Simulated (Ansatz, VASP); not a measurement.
**LiBr in VASP and in Ansatz**

The input POSCAR:

```
LiBr
1.0
    0.0000000000      2.7395485816      2.7395485816
    2.7395485816      0.0000000000      2.7395485816
    2.7395485816      2.7395485816      0.0000000000
Li Br
1 1
Direct
    0.0000000000      0.0000000000      0.0000000000
    0.5000000000      0.5000000000      0.5000000000
```

The input INCAR.step1:

```
  PREC = Accurate
  ENCUT = 650
  EDIFF = 1E-5
  ISMEAR = 0
  SIGMA = 0.01
  LREAL = F
  LASPH = T
  NELM = 120
  ALGO = Normal
  ISIF = 2
  LWAVE = T
  GGA = PE
  NBANDS = 12
  GGA_COMPAT = F
```

INCAR.step2

```
  PREC = Accurate
  ENCUT = 650
  EDIFF = 1E-6
  ISMEAR = 0
  SIGMA = 0.01
  LREAL = F
  LASPH = T
  NELM = 120
  ALGO = Normal
  ISIF = 2
  LWAVE = F
  LCHARG = T
  GGA = PE
  LHFCALC = T
  AEXX = 0.75
  PRECFOCK = Normal
  LELF = T
  LVHAR = T
  ISTART = 1
  NBANDS = 12
  GGA_COMPAT = F
```

File KPOINTS:

```
Automatic mesh
0
Gamma
  4 4 4
```

Input for Ansatz:

```yaml
crystal:
  lattice:
    - [0.0, 2.7395485816, 2.7395485816]
    - [2.7395485816, 0.0, 2.7395485816]
    - [2.7395485816, 2.7395485816, 0.0]
  atoms:
    - { symbol: Li, position: [0.0, 0.0, 0.0] }
    - { symbol: Br, position: [0.5, 0.5, 0.5] }
kpoints:
  mp_grid: { grid: [4, 4, 4] }
hamiltonian:
  xc: { exchange: pbe, correlation: pbe, exx: { coeff: 0.75 } }
scf:
  occupations: { method: fixed }
  n_extra_bands: 4
output:
  forces: true
  stress: true
  eigenvalues: true
```

Alike in both runs: task single point; functional PBE-based global hybrid with a share of 0.75 of exact exchange; k mesh 4 × 4 × 4; no spin polarisation.

|  | VASP | Ansatz |
| --- | --- | --- |
| version | VASP 6.6.1 | Ansatz 0.2.0 |
| potentials or method | VASP PAW PBE potentials, release 64 (Li_sv, Br) | plane waves |
| plane-wave cutoff (eV) | 650 | 420 |
| occupations | gaussian, width 0.01 eV | fixed |
| valence electrons in the cell | 10 | 10 |

Ansatz gave:

- gap on the k mesh at the Fermi level (eV): 10.93
- pressure (GPa): -1.2

Task: What did VASP give for the same quantities?

Result: gap on the k mesh at the Fermi level (eV): 10.94; pressure (GPa): -1.8.

VASP's potentials were made for PBE, not for PBE-based global hybrid. Ansatz's warnings: stress exchange threshold loose, stress scf threshold loose.

The k mesh is coarse, so the values compare programs but aren't converged.
